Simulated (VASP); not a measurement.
Set up this calculation in VASP 6.6.1, as the native input.

| Item | Value |
| --- | --- |
| Task | single point |
| Functional | PBEsol |
| Potentials or basis | VASP PAW PBE potentials, release 64 (Ti_sv, O) |
| Cutoff | 520 eV |
| k mesh | 6 × 6 × 5 |
| Occupations | fermi-dirac, width 0.05 eV |
| Spin | no spin polarisation |
| Hubbard terms | Ti d U = 3.0 eV |
| Dipole correction | no |
| Further INCAR settings | ALGO = Normal; EDIFF = 1e-06; NBANDS = 46 |

The structure of TiO2 lies in POSCAR:

```
TiO2
1.0
    5.5822227355      0.0000000000      0.0000000000
   -2.7911113678      4.8343466985      0.0000000000
    0.0000000000      0.0000000000      6.0824678800
Ti O
3 6
Direct
    0.4669367500      0.0000000000      0.3333333333
    0.0000000000      0.4669367500      0.6666666667
    0.5330632500      0.5330632500      0.0000000000
    0.5810657200      0.8514331800      0.1206639333
    0.7296325400      0.1485668200      0.5460027333
    0.2703674600      0.4189342800      0.7873306000
    0.8514331800      0.5810657200      0.8793360667
    0.1485668200      0.7296325400      0.4539972667
    0.4189342800      0.2703674600      0.2126694000
```

These files were run (other wordings do the same):

INCAR

```
ALGO = Normal
EDIFF = 1E-6
ENCUT = 520
GGA = PS
ISIF = 2
ISMEAR = -1
LASPH = T
LCHARG = T
LDAU = T
LDAUJ = 0 0
LDAUL = 2 -1
LDAUPRINT = 1
LDAUTYPE = 2
LDAUU = 3 0
LELF = T
LMAXMIX = 4
LREAL = F
LVHAR = T
LWAVE = F
NBANDS = 46
NELM = 150
PREC = Accurate
SIGMA = 0.05
```

KPOINTS

```
k-points
0
Gamma
  6 6 5
```

Potentials or basis: VASP PAW PBE potentials, release 64 (Ti_sv, O).

Launch:

```bash
$ cat potpaw_PBE.64/Ti_sv/POTCAR potpaw_PBE.64/O/POTCAR > POTCAR
$ mpirun -np 1 vasp_std > vasp.out
```

Results of the run:

| Property | Result |
| --- | --- |
| Pressure | 3.1 GPa |
| Largest force | 0.219 eV/Å |
| Band gap on the k mesh | 3.99 eV (least direct gap 3.99 eV) |

Caveat: the cell stands under pressure; the PAW data sets were made with another functional, which shifts forces and pressure a little.

Wall time 3.3 min on 1 thread of Intel(R) Xeon(R) Platinum 8488C (Sapphire Rapids) (shared host), peak memory 0.36 GiB.
